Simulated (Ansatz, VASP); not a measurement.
**BAs in VASP and in Ansatz**

File INCAR:

```
SYSTEM = BAs
PREC     = Accurate       ! precision mode
ENCUT    = 520            ! plane-wave cutoff, eV
EDIFF    = 1E-6           ! SCF threshold, eV
ISMEAR   = 0              ! smearing method
SIGMA    = 0.05           ! smearing width, eV
LREAL    = .FALSE.        ! projectors in reciprocal space
LASPH    = .TRUE.         ! aspherical terms in the spheres
NELM     = 60             ! most SCF steps
ALGO     = Normal         ! electronic algorithm
ISIF     = 2              ! what is computed and relaxed
LWAVE    = .FALSE.        ! write WAVECAR
LCHARG   = .TRUE.         ! write CHGCAR
GGA      = PE             ! functional
LELF     = .TRUE.         ! ELF
LVHAR    = .TRUE.       
NBANDS   = 11             ! bands
```

File KPOINTS:

```
regular mesh
0
G
  10 10 10
  0 0 0
```

The input POSCAR:

```
BAs
1.0
    0.0000000000      2.5795800000      2.5795800000
    2.5795800000      0.0000000000      2.5795800000
    2.5795800000      2.5795800000      0.0000000000
B As
1 1
Direct
    0.0000000000      0.0000000000      0.0000000000
    0.7500000000      0.7500000000      0.7500000000
```

Input for Ansatz:

```yaml
crystal:
  lattice:
    - [0.0, 2.57958, 2.57958]
    - [2.57958, 0.0, 2.57958]
    - [2.57958, 2.57958, 0.0]
  atoms:
    - { symbol: B, position: [0.0, 0.0, 0.0] }
    - { symbol: As, position: [0.75, 0.75, 0.75] }
basis:
  ecutwfc: 420
kpoints:
  mp_grid: { grid: [10, 10, 10] }
hamiltonian:
  xc: pbe
scf:
  occupations: { method: gaussian, width: 0.05 }
output:
  forces: true
  stress: true
  eigenvalues: true
```

Change from the starting cell: strain +0.080 along x and y, +0.080 along z, atoms carried along.

Alike in both runs: task single point; functional PBE; k mesh 10 × 10 × 10; occupations gaussian, width 0.05 eV; no spin polarisation.

```csv
,VASP,Ansatz
version,VASP 6.6.1,Ansatz 0.2.0
potentials or method,"VASP PAW PBE potentials, release 64 (B, As), cutoff 520 eV","scalar-relativistic, plane waves, PAW"
valence electrons in the cell,8,18
```

VASP gave:

| Property | Result |
| --- | --- |
| gap on the k mesh at the Fermi level (eV) | 1.38 |
| least direct gap on the mesh (eV) | 1.99 |
| pressure (GPa) | -17.5 |

Task: Estimate Ansatz's values.

Result: gap on the k mesh at the Fermi level (eV): 1.38; least direct gap on the mesh (eV): 1.98; pressure (GPa): -17.7.

VASP's potentials hold 8 valence electrons a cell and Ansatz's 18, so a difference there can come from the potentials and not from the codes.
